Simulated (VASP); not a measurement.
# YTl (Pm-3m) in VASP: notebook

YTl is run at these levels: LDA; tasks: single point.

Program: VASP 6.6.1. These are calculated values, not measurements. Logs are shortened: lines on timing, memory, paths and dates and some standing lists are left out, and cuts for length are marked.

**1. The cell of the first run**

It takes space group Pm-3m (No. 221, cubic). Conventional cell: a = 3.800 Å, b = 3.800 Å, c = 3.800 Å, α = 90.00°, β = 90.00°, γ = 90.00°. Within 4.3 Å of Y (site symmetry m-3m) lie 8 Tl at 3.29 Å and 6 Y at 3.80 Å. Within 4.3 Å of Tl (site symmetry m-3m) lie 8 Y at 3.29 Å and 6 Tl at 3.80 Å.

**2. Single point, LDA (27.44 Å³/atom)**

Contents of INCAR:

```
  ALGO = Normal
  EDIFF = 1E-6
  ENCUT = 520
  ISIF = 2
  ISMEAR = -1
  LASPH = T
  LCHARG = F
  LREAL = F
  LWAVE = F
  NBANDS = 19
  NELM = 100
  PREC = Accurate
  SIGMA = 0.08
```

Contents of KPOINTS:

```
k-points
0
Gamma
  11 11 11
```

Contents of POSCAR:

```
YTl
1.0
    3.8003609237      0.0000000000      0.0000000000
    0.0000000000      3.8003609237      0.0000000000
    0.0000000000      0.0000000000      3.8003609237
Y Tl
1 1
Direct
    0.5000000000      0.5000000000      0.5000000000
    0.0000000000      0.0000000000      0.0000000000
```

Potentials or basis: VASP PAW LDA potentials, release 64 (Y_sv, Tl_d).

Launch:

```sh
> cat potpaw_LDA.64/Y_sv/POTCAR potpaw_LDA.64/Tl_d/POTCAR > POTCAR
> mpirun -np 1 vasp_std > vasp.out
```

OUTCAR:

```text
EDIFF = 1E-6
   ENCUT = 520
   ISIF = 2
   ISMEAR = -1
   LASPH = T
   LREAL = F
   NELM = 100
   PREC = Accurate

 ion  position               nearest neighbor table
   1  0.500  0.500  0.500-   2 3.29   2 3.29   2 3.29   2 3.29   2 3.29   2 3.29   2 3.29   2 3.29

   2  0.000  0.000  0.000-   1 3.29   1 3.29   1 3.29   1 3.29   1 3.29   1 3.29   1 3.29   1 3.29

  LATTYP: Found a simple cubic cell.
 ALAT       =     3.8003609237

  Lattice vectors:

 A1 = (   3.8003609237,   0.0000000000,   0.0000000000)
 A2 = (   0.0000000000,   3.8003609237,   0.0000000000)
 A3 = (   0.0000000000,   0.0000000000,   3.8003609237)

Analysis of symmetry for initial positions (statically):
=====================================================================
 Subroutine PRICEL returns:
 Original cell was already a primitive cell.

 Routine SETGRP: Setting up the symmetry group for a
 simple cubic supercell.

 Subroutine GETGRP returns: Found 48 space group operations
 (whereof 48 operations were pure point group operations)
 out of a pool of 48 trial point group operations.

The static configuration has the point symmetry O_h .

Analysis of symmetry for dynamics (positions and initial velocities):
=====================================================================
 Subroutine PRICEL returns:
 Original cell was already a primitive cell.

 Routine SETGRP: Setting up the symmetry group for a
 simple cubic supercell.

 Subroutine GETGRP returns: Found 48 space group operations
 (whereof 48 operations were pure point group operations)
 out of a pool of 48 trial point group operations.

The dynamic configuration has the point symmetry O_h .

 Subroutine INISYM returns: Found 48 space group operations
 (whereof 48 operations are pure point group operations),
 and found     1 'primitive' translations

----------------------------------------------------------------------------------------

                                     Primitive cell

  volume of cell :      54.8876

  direct lattice vectors                    reciprocal lattice vectors
     3.800360924  0.000000000  0.000000000     0.263132902  0.000000000  0.000000000
     0.000000000  3.800360924  0.000000000     0.000000000  0.263132902  0.000000000
     0.000000000  0.000000000  3.800360924     0.000000000  0.000000000  0.263132902

  length of vectors
     3.800360924  3.800360924  3.800360924     0.263132902  0.263132902  0.263132902

  position of ions in fractional coordinates (direct lattice)
     0.500000000  0.500000000  0.500000000
     0.000000000  0.000000000  0.000000000

  ion indices of the primitive-cell ions
   primitive index   ion index
                 1           1
                 2           2

----------------------------------------------------------------------------------------

 KPOINTS: k-points

Automatic generation of k-mesh.
 Grid dimensions read from file:
 generate k-points for:   11   11   11

 Generating k-lattice:

  Cartesian coordinates                     Fractional coordinates (reciprocal lattice)
     0.023921173  0.000000000  0.000000000     0.090909091  0.000000000  0.000000000
     0.000000000  0.023921173  0.000000000     0.000000000  0.090909091  0.000000000
     0.000000000  0.000000000  0.023921173     0.000000000  0.000000000  0.090909091

  Length of vectors
     0.023921173  0.023921173  0.023921173

  Shift w.r.t. Gamma in fractional coordinates (k-lattice)
     0.000000000  0.000000000  0.000000000

 Subroutine IBZKPT returns following result:
 ===========================================

 Found     56 irreducible k-points:

 Following reciprocal coordinates:
            Coordinates               Weight
  0.000000  0.000000  0.000000      1.000000
  0.090909  0.000000  0.000000      6.000000
  0.181818  0.000000  0.000000      6.000000
  0.272727  0.000000  0.000000      6.000000
  0.363636  0.000000  0.000000      6.000000
  0.454545  0.000000  0.000000      6.000000
[... 16 lines left out ...]
  0.181818  0.090909  0.090909     24.000000
  0.272727  0.090909  0.090909     24.000000
 [... further k-points ...]
   k-points           NKPTS =     56   k-points in BZ     NKDIM =     56   number of bands    NBANDS=     19
   number of dos      NEDOS =    301   number of ions     NIONS =      2
   total plane-waves  NPLWV =  21952
   dimension x,y,z NGX =    28 NGY =   28 NGZ =   28
   dimension x,y,z NGXF=    56 NGYF=   56 NGZF=   56
   ions per type =               1   1
   NGX,Y,Z   is equivalent  to a cutoff of  12.25, 12.25, 12.25 a.u.
   NGXF,Y,Z  is equivalent  to a cutoff of  24.50, 24.50, 24.50 a.u.
 SYSTEM =  unknown system
   PREC   = accura    normal or accurate (medium, high low for compatibility)
   ISTART =      0    job   : 0-new  1-cont  2-samecut
   ICHARG =      2    charge: 1-file 2-atom 10-const
   ISPIN  =      1    spin polarized calculation?
   LNONCOLLINEAR =      F non collinear calculations
   LSORBIT =      F    spin-orbit coupling
   LASPH  =      T    aspherical Exc in radial PAW
   ENCUT  =  520.0 eV  38.22 Ry    6.18 a.u.   7.07  7.07  7.07*2*pi/ulx,y,z
   NELM   =    100;   NELMIN=  2; NELMDL= -5     # of ELM steps
   EDIFF  = 0.1E-05   stopping-criterion for ELM
   LREAL  =      F    real-space projection
   EDIFFG = 0.1E-04   stopping-criterion for IOM
   NSW    =      0    number of steps for IOM
   IBRION =     -1    ionic relax: 0-MD 1-quasi-New 2-CG
   NFREE  =      0    steps in history (QN), initial steepest desc. (CG)
   ISIF   =      2    stress and relaxation
   ISYM   =      2    0-nonsym 1-usesym 2-fastsym
   POTIM  = 0.5000    time-step for ionic-motion
   TEBEG  =    0.0;   TEEND  =   0.0 temperature during run
   PSTRESS=    0.0 pullay stress
   NELECT =      24.0000    total number of electrons
   NUPDOWN=      -1.0000    fix difference up-down
   EMIN   =  10.00;   EMAX   =-10.00  energy-range for DOS
   EFERMI =   0.00;   METHOD = LEGACY
   ISMEAR =    -1;   SIGMA  =   0.08  broadening in eV -4-tet -1-fermi 0-gaus
   EFERMI_NEDOS =   21; number of points for ismear=-14 and -15
   IALGO  =     38    algorithm
   IMIX   =      4    mixing-type and parameters
     AMIX     =   0.40;   BMIX     =  1.00
     AMIX_MAG =   1.60;   BMIX_MAG =  1.00
  volume/ion in A,a.u.               =      27.44       185.20
  Fermi-wavevector in a.u.,A,eV,Ry     =   1.242569  2.348114 21.007081  1.543977
  Thomas-Fermi vector in A             =   2.376917
   LORBIT       =      0    0 simple, 1 ext, 2 COOP (PROOUT), +10 PAW based schemes
   GGA     = CA    functional components
   LHFCALC =     F    Hartree Fock is set to
   AEXX    =    0.0000 exact exchange contribution
   IVDW    =     0    specifies the selected vdW correction
   LEPSILON=     F    determine dielectric tensor
   LRPA    =     F    only Hartree local field effects (RPA)
 non-spin polarized calculation
  energy-cutoff  :      520.00
  volume of cell :       54.89
 maximum number of plane-waves:      1492
   NGX = 15   NGY = 15   NGZ = 15

 number of electron      23.9999993 magnetization

 Free energy of the ion-electron system (eV)
  ---------------------------------------------------
  ext. energy  EPLUGINS =         0.00000000
  ---------------------------------------------------
  free energy    TOTEN  =       -10.84039548 eV

  energy without entropy =      -10.80880024  energy(sigma->0) =      -10.82459786

 E-fermi :   5.5934     XC(G=0): -10.5565

 val. band max:        5.5924647510   @ k =   0.3636   0.0909   0.0000
 cond. band min:       5.6067893386   @ k =   0.4545   0.0000   0.0000
 fundamental gap:      0.0143245876
 Fermi energy:         5.5934278662

 k-point     1 :       0.0000    0.0000    0.0000
  band No.  band energies     occupation
      1     -37.3486      2.00000
      2     -17.3840      2.00000
      3     -17.3840      2.00000
      4     -17.3840      2.00000
      5      -6.0483      2.00000
      6      -6.0483      2.00000
[... 11 lines left out ...]
     18       8.9016      0.00000
     19      10.6624      0.00000

 k-point     2 :       0.0909    0.0000    0.0000
  band No.  band energies     occupation
      1     -37.3478      2.00000
      2     -17.4001      2.00000
      3     -17.3830      2.00000
      4     -17.3830      2.00000
      5      -6.0453      2.00000
      6      -6.0280      2.00000
[... 11 lines left out ...]
     18       9.6203      0.00000
     19      11.3861      0.00000

 k-point     3 :       0.1818    0.0000    0.0000
  band No.  band energies     occupation
      1     -37.3454      2.00000
      2     -17.4430      2.00000
      3     -17.3801      2.00000
      4     -17.3801      2.00000
      5      -6.0373      2.00000
      6      -5.9740      2.00000
[... 11 lines left out ...]
     18      10.5646      0.00000
     19      12.4213      0.00000

 k-point     4 :       0.2727    0.0000    0.0000
  band No.  band energies     occupation
      1     -37.3423      2.00000
      2     -17.4984      2.00000
      3     -17.3765      2.00000
      4     -17.3765      2.00000
      5      -6.0268      2.00000
      6      -5.9042      2.00000
[... 11 lines left out ...]
     18      11.5899      0.00000
     19      13.0222      0.00000

 k-point     5 :       0.3636    0.0000    0.0000
  band No.  band energies     occupation
      1     -37.3394      2.00000
      2     -17.5487      2.00000
      3     -17.3731      2.00000
      4     -17.3731      2.00000
      5      -6.0171      2.00000
      6      -5.8782      2.00000
[... 11 lines left out ...]
     18      12.6931      0.00000
     19      13.0260      0.00000

 k-point     6 :       0.4545    0.0000    0.0000
  band No.  band energies     occupation
      1     -37.3377      2.00000
      2     -17.5782      2.00000
      3     -17.3710      2.00000
      4     -17.3710      2.00000
      5      -6.0113      2.00000
      6      -5.8860      2.00000
[... 11 lines left out ...]
     18      13.1131      0.00000
     19      13.8401      0.00000

 k-point     7 :       0.0909    0.0909    0.0000
  band No.  band energies     occupation
      1     -37.3469      2.00000
      2     -17.4006      2.00000
      3     -17.3972      2.00000
      4     -17.3819      2.00000
      5      -6.0340      2.00000
      6      -6.0162      2.00000
[... 11 lines left out ...]
     18      10.0399      0.00000
     19      12.1321      0.00000

 k-point     8 :       0.1818    0.0909    0.0000
  band No.  band energies     occupation
      1     -37.3445      2.00000
      2     -17.4416      2.00000
      3     -17.3955      2.00000
      4     -17.3789      2.00000
      5      -6.0234      2.00000
      6      -5.9654      2.00000
[... 256 lines left out ...]
 k-point    20 :       0.4545    0.3636    0.0000
  band No.  band energies     occupation
      1     -37.3290      2.00000
      2     -17.5493      2.00000
      3     -17.5175      2.00000
      4     -17.3542      2.00000
      5      -6.0310      2.00000
      6      -5.9323      2.00000
[... 11 lines left out ...]
     18      11.1143      0.00000
     19      11.7461      0.00000

 k-point    21 :       0.4545    0.4545    0.0000
  band No.  band energies     occupation
      1     -37.3274      2.00000
      2     -17.5444      2.00000
      3     -17.5435      2.00000
      4     -17.3510      2.00000
      5      -6.0560      2.00000
      6      -5.9303      2.00000
[... 11 lines left out ...]
     18      11.0525      0.00000
     19      11.2276      0.00000

 k-point    22 :       0.0909    0.0909    0.0909
  band No.  band energies     occupation
      1     -37.3460      2.00000
      2     -17.4008      2.00000
      3     -17.3961      2.00000
      4     -17.3961      2.00000
      5      -6.0137      2.00000
      6      -6.0137      2.00000
[... 11 lines left out ...]
     18       9.6181      0.00000
     19      12.8191      0.00000

 k-point    23 :       0.1818    0.0909    0.0909
  band No.  band energies     occupation
      1     -37.3436      2.00000
      2     -17.4401      2.00000
      3     -17.3952      2.00000
      4     -17.3932      2.00000
      5      -6.0068      2.00000
      6      -5.9594      2.00000
[... 11 lines left out ...]
     18      10.5687      0.00000
     19      13.8867      0.00000

 k-point    24 :       0.2727    0.0909    0.0909
  band No.  band energies     occupation
      1     -37.3406      2.00000
      2     -17.4944      2.00000
      3     -17.3905      2.00000
      4     -17.3894      2.00000
      5      -5.9977      2.00000
      6      -5.8896      2.00000
[... 11 lines left out ...]
     18      11.5466      0.00000
     19      14.3259      0.00000

 [... further k-points ...]
[... 5 lines left out ...]
  --------------------------------------------------------------------------------------
  -------------------------------------------------------------------------------------
  Total       -1.6826637     -1.6826637     -1.6826637      0.0000000     -0.0000000     -0.0000000
  in kB      -49.1171735    -49.1171735    -49.1171735      0.0000000     -0.0000000     -0.0000000
  external PRESSURE =     -49.1171735 kB  Pullay stress =       0.0000000 kB

 VOLUME and BASIS-vectors are now :
 -----------------------------------------------------------------------------
  energy-cutoff  :      520.00
  volume of cell :       54.89
      direct lattice vectors                 reciprocal lattice vectors
     3.800360924  0.000000000  0.000000000     0.263132902  0.000000000  0.000000000
     0.000000000  3.800360924  0.000000000     0.000000000  0.263132902  0.000000000
     0.000000000  0.000000000  3.800360924     0.000000000  0.000000000  0.263132902

 POSITION                                       TOTAL-FORCE (eV/Angst)
 -----------------------------------------------------------------------------------
      1.90018      1.90018      1.90018         0.000000      0.000000      0.000000
      0.00000      0.00000      0.00000         0.000000      0.000000      0.000000
 -----------------------------------------------------------------------------------
    total drift:                                0.000000      0.000000      0.000000

  FREE ENERGIE OF THE ION-ELECTRON SYSTEM (eV)
  ---------------------------------------------------
  free  energy   TOTEN  =       -10.8403954811 eV

  energy  without entropy=      -10.8088002352  energy(sigma->0) =      -10.82459786
```

Wall time 21 s (1 thread of AMD EPYC 9R45 (Zen 5), shared host); peak memory 0.17 GiB.

Results:

| Item | Value |
| --- | --- |
| Free energy | -10.8404 eV |
| Pressure | -4.9 GPa |
| Band gap on the k mesh | zero (bands 12 and 13 overlap by 2.14 eV) |

Caveat: the cell stands under tension; spin-orbit coupling is left out, which moves the levels of the heavy elements.

**3. Single point, LDA (27.97 Å³/atom)**

This run uses another cell than the first one, of 27.97 Å³/atom.

Contents of INCAR:

```
PREC = Accurate ; ENCUT = 520
EDIFF = 1E-6 ; ISMEAR = -1
SIGMA = 0.08 ; LREAL = False
LASPH = True ; NELM = 80
ALGO = Normal ; ISIF = 2
LWAVE = False ; LCHARG = False
NBANDS = 19
```

Contents of KPOINTS:

```
Automatic mesh
0
Gamma
  11 11 11
```

Contents of POSCAR:

```
YTl
1.0
    3.8245676969      0.0000000000      0.0000000000
    0.0000000000      3.8245676969      0.0000000000
    0.0000000000      0.0000000000      3.8245676969
Y Tl
1 1
Direct
    0.5000000000      0.5000000000      0.5000000000
    0.0000000000      0.0000000000      0.0000000000
```

Potentials or basis: VASP PAW LDA potentials, release 64 (Y_sv, Tl_d).

Launch:

```sh
> cat potpaw_LDA.64/Y_sv/POTCAR potpaw_LDA.64/Tl_d/POTCAR > POTCAR
> mpirun -np 1 vasp_std > vasp.out
```

It took 21 s on 1 thread of AMD EPYC 9R45 (Zen 5), shared host; peak memory 0.17 GiB.

Results (log left out):

- Free energy: -10.8056 eV
- Pressure: -5.7 GPa
- Band gap on the k mesh: zero (bands 12 and 13 overlap by 2.11 eV)

Levels at points of the mesh, in eV from the Fermi level:
| k point | band 10 | band 11 | band 12 | band 13 | band 14 | band 15 |
| --- | --- | --- | --- | --- | --- | --- |
| (0.00, 0.00, 0.00) | -8.78 | -0.12 | -0.12 | 2.91 | 2.91 | 2.91 |

Caveat: the cell stands under tension; spin-orbit coupling is left out, which moves the levels of the heavy elements.
